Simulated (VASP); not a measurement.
# Cr (Fm-3m) in VASP: further runs, part 2 of 2

VASP 6.6.1. The steps go on from the part before.

## (3) Single point, PBE, collinear spin, ferromagnetic start

This run uses another cell than the first one, of 11.89 Å³/atom, 1.003 times its volume.

Contents of INCAR:

```
SYSTEM = Cr
ALGO = Fast
EDIFF = 1E-7
ENCUT = 520
GGA = PE
ISIF = 2
ISMEAR = 0
ISPIN = 2
LASPH = .True.
LCHARG = .False.
LMAXMIX = 4
LORBIT = 11
LREAL = .False.
LWAVE = .False.
MAGMOM = 0.05
NBANDS = 16
NELM = 150
PREC = Accurate
SIGMA = 0.05
```

Contents of KPOINTS:

```
k-points
0
Gamma
  10 10 10
  0 0 0
```

Contents of POSCAR:

```
Cr
1.0
    0.0000000000      1.8113370542      1.8113370542
    1.8113370542      0.0000000000      1.8113370542
    1.8113370542      1.8113370542      0.0000000000
Cr
1
Direct
    0.0000000000      0.0000000000      0.0000000000
```

Potentials or basis: VASP PAW PBE potentials, release 64 (Cr_pv).

Launch:

```bash
> cat potpaw_PBE.64/Cr_pv/POTCAR > POTCAR
> mpirun -np 1 vasp_std > vasp.out
```

OUTCAR:

```text
SYSTEM = Cr
   EDIFF = 1E-7
   ENCUT = 520
   GGA = PE
   ISIF = 2
   ISMEAR = 0
   ISPIN = 2
   LASPH = .True.
   LORBIT = 11
   LREAL = .False.
   NELM = 150
   PREC = Accurate

 ion  position               nearest neighbor table
   1  0.000  0.000  0.000-

  LATTYP: Found a face centered cubic cell.
 ALAT       =     3.6226741084

[... 1123 lines left out ...]

  FORCE on cell =-STRESS in cart. coord.  units (eV):
  Direction    XX          YY          ZZ          XY          YZ          ZX
  --------------------------------------------------------------------------------------
  -------------------------------------------------------------------------------------
  Total       -0.0377002     -0.0377002     -0.0377002     -0.0000000      0.0000000      0.0000000
  in kB       -5.0819045     -5.0819045     -5.0819045     -0.0000000      0.0000000      0.0000000
  external PRESSURE =      -5.0819045 kB  Pullay stress =       0.0000000 kB

 VOLUME and BASIS-vectors are now :
 -----------------------------------------------------------------------------
  energy-cutoff  :      520.00
  volume of cell :       11.89
      direct lattice vectors                 reciprocal lattice vectors
     0.000000000  1.811337054  1.811337054    -0.276039183  0.276039183  0.276039183
     1.811337054  0.000000000  1.811337054     0.276039183 -0.276039183  0.276039183
     1.811337054  1.811337054  0.000000000     0.276039183  0.276039183 -0.276039183

 POSITION                                       TOTAL-FORCE (eV/Angst)
 -----------------------------------------------------------------------------------
      0.00000      0.00000      0.00000        -0.000000      0.000000     -0.000000
 -----------------------------------------------------------------------------------
    total drift:                                0.000000     -0.000000     -0.000000

  FREE ENERGIE OF THE ION-ELECTRON SYSTEM (eV)
  ---------------------------------------------------
  free  energy   TOTEN  =        -9.1207721956 eV

  energy  without entropy=       -9.1191744490  energy(sigma->0) =       -9.11997332

 total charge

# of ion       s       p       d       tot
------------------------------------------
    1        0.440   6.376   4.194  11.010

 magnetization (x)

# of ion       s       p       d       tot
------------------------------------------
    1        0.000  -0.000  -0.000  -0.000
```

stdout:

```text
POSCAR found type information on POSCAR Cr
 POSCAR found :  1 types and       1 ions
 scaLAPACK will be used
 LDA part: xc-table for (Slater+PW92), standard interpolation
 POSCAR, INCAR and KPOINTS ok, starting setup
 FFT: planning ... GRIDC
 FFT: planning ... GRID_SOFT
 FFT: planning ... GRID
 WAVECAR not read
 entering main loop
```

It took 9.8 s on 1 thread of Intel Xeon 6975P-C (Granite Rapids), shared host; peak memory 0.13 GiB.

What came out:

```
Free energy                                           : -9.1208 eV
Pressure                                              : -0.5 GPa
Band gap on the k mesh                                : zero (filled and empty bands overlap)
Net moment                                            : 0.00 μB per cell
Valence electrons inside the program's atomic spheres : Cr 11.01
```

Levels at points of the mesh, in eV from the Fermi level:
Spin up:
```tsv
k point	band 2	band 3	band 4	band 5	band 6	band 7	band 8	band 9	band 10	band 11
(0.00, 0.00, 0.00)	-42.37	-42.37	-7.49	-0.43	-0.43	-0.43	1.33	1.33	7.51	19.81
(0.50, 0.00, 0.00)	-42.48	-42.48	-3.89	-0.55	-0.55	0.83	2.52	2.52	7.50	9.36
(0.50, 0.50, 0.00)	-42.67	-42.67	-4.10	-3.26	2.50	2.84	2.84	3.71	7.51	12.35
```
Spin down:
| k point | band 3 | band 4 | band 5 | band 6 | band 7 | band 8 | band 9 | band 10 |
| --- | --- | --- | --- | --- | --- | --- | --- | --- |
| (0.00, 0.00, 0.00) | -42.37 | -7.49 | -0.43 | -0.43 | -0.43 | 1.33 | 1.33 | 7.51 |
| (0.50, 0.00, 0.00) | -42.48 | -3.89 | -0.55 | -0.55 | 0.83 | 2.52 | 2.52 | 7.50 |
| (0.50, 0.50, 0.00) | -42.67 | -4.10 | -3.26 | 2.50 | 2.84 | 2.84 | 3.71 | 7.51 |

## (4) Single point, PBE, collinear spin, ferromagnetic start

This run uses another cell than the first one, of 11.94 Å³/atom, 1.008 times its volume.

Contents of INCAR:

```
SYSTEM = Cr
PREC = Accurate
ENCUT = 520
EDIFF = 1E-6
ISMEAR = 0
SIGMA = 0.05
LREAL = .False.
LASPH = .True.
NELM = 150
ALGO = Fast
ISIF = 2
LWAVE = .False.
LCHARG = .True.
ISPIN = 2
MAGMOM = 2
LORBIT = 11
LMAXMIX = 4
GGA = PE
LELF = .True.
LVHAR = .True.
NBANDS = 16
```

Contents of KPOINTS:

```
Automatic mesh
0
Gamma
  10 10 10
  0 0 0
```

Contents of POSCAR:

```
Cr
1.0
    0.0000000000      1.8142844890      1.8142844890
    1.8142844890      0.0000000000      1.8142844890
    1.8142844890      1.8142844890      0.0000000000
Cr
1
Direct
    0.0000000000      0.0000000000      0.0000000000
```

Launch:

```bash
> cat potpaw_PBE.64/Cr_pv/POTCAR > POTCAR
> mpirun -np 1 vasp_std > vasp.out
```

Run time: 9.6 s. Hardware: 1 thread of Intel Xeon 6975P-C (Granite Rapids), shared host; peak memory 0.13 GiB.

It converged, with:

* Free energy: -9.1204 eV
* Pressure: -1.6 GPa
* Band gap on the k mesh: zero (filled and empty bands overlap)
* Net moment: 0.00 μB per cell
* Valence electrons inside the program's atomic spheres: Cr 11.00

Levels at points of the mesh, in eV from the Fermi level:
Spin up:
```tsv
k point	band 4	band 5	band 6	band 7	band 8	band 9
(0.00, 0.00, 0.00)	-7.47	-0.42	-0.42	-0.42	1.32	1.32
(0.50, 0.00, 0.00)	-3.87	-0.54	-0.54	0.82	2.51	2.51
(0.50, 0.50, 0.00)	-4.07	-3.24	2.48	2.82	2.82	3.69
```
Spin down:
| k point | band 4 | band 5 | band 6 | band 7 | band 8 | band 9 |
| --- | --- | --- | --- | --- | --- | --- |
| (0.00, 0.00, 0.00) | -7.47 | -0.42 | -0.42 | -0.42 | 1.32 | 1.32 |
| (0.50, 0.00, 0.00) | -3.87 | -0.54 | -0.54 | 0.82 | 2.51 | 2.51 |
| (0.50, 0.50, 0.00) | -4.07 | -3.24 | 2.48 | 2.82 | 2.82 | 3.69 |

Caveat: the starting moments collapsed, and a magnetic state may lie lower.
